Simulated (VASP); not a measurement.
The system is CuAu.

```
CELL_PARAMETERS angstrom
1.42355 0.82189 4.19865
-1.42355 0.82189 4.19865
0.00000 -1.64378 4.19865
ATOMIC_POSITIONS crystal
Au 0.00000 0.00000 0.00000
Cu 0.50000 0.50000 0.50000
```

Base run:

| Property | Result |
| --- | --- |
| Program | VASP 6.6.1 |
| Functional | LDA |
| Potentials or basis | VASP PAW LDA potentials, release 64 (Au, Cu) |
| Cutoff | 520 eV |
| k mesh | 11 × 11 × 11 |
| Occupations | fermi-dirac, width 0.05 eV |
| Spin | no spin polarisation |

Its results: band gap on the k mesh zero (band 11 reaches 10.47 eV, above the bottom of band 12 at 6.13 eV); pressure -7.1 GPa.

After a change of settings the same cell gave: band gap on the k mesh zero (band 19 reaches 9.96 eV, above the bottom of band 20 at 5.65 eV); pressure -9.1 GPa. Which change was it?
A. potentials or basis from VASP PAW LDA potentials, release 64 (Au, Cu) to VASP PAW LDA potentials, release 64 (Au_sv_GW, Cu_sv_GW); cutoff from 520 eV to 700 eV; further incar settings from ALGO = Normal; EDIFF = 1e-06; NBANDS = 18 to ALGO = Normal; EDIFF = 1e-06; NBANDS = 26; valence electrons from 22 to 38
B. functional from LDA to r2SCAN; potentials or basis from VASP PAW LDA potentials, release 64 (Au, Cu) to VASP PAW PBE potentials, release 64 (Au, Cu)
C. functional from LDA to PBE; potentials or basis from VASP PAW LDA potentials, release 64 (Au, Cu) to VASP PAW PBE potentials, release 64 (Au, Cu)

A.

Caveats: spin-orbit coupling is left out, which moves the levels of the heavy elements.
